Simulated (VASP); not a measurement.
Here is a VASP 6.6.1 calculation.

INCAR

```
SYSTEM = LiH
PREC = Accurate
ENCUT = 520
EDIFF = 1E-7
ISMEAR = 0
SIGMA = 0.01
LREAL = .FALSE.
LASPH = .TRUE.
NELM = 100
ALGO = Normal
ISIF = 2
LWAVE = .FALSE.
LCHARG = .FALSE.
GGA = PS
NBANDS = 9
```

KPOINTS

```
Automatic mesh
0
G
  10 10 10
  0 0 0
```

Contents of POSCAR:

```
LiH
1.0
    0.0000000000      1.8942366292      1.8942366292
    1.8942366292      0.0000000000      1.8942366292
    1.8942366292      1.8942366292      0.0000000000
Li H
1 1
Direct
    0.0000000000      0.0000000000      0.0000000000
    0.5000000000      0.5000000000      0.5000000000
```

Potentials or basis: VASP PAW PBE potentials, release 64 (Li_sv, H).

Command:

```sh
$ cat potpaw_PBE.64/Li_sv/POTCAR potpaw_PBE.64/H/POTCAR > POTCAR
$ mpirun -np 1 vasp_std > vasp.out
```

**Question.** What does it give for the band gap on the k mesh?

**Answer.** 2.58 eV, direct.

 A k mesh can miss the band edges.
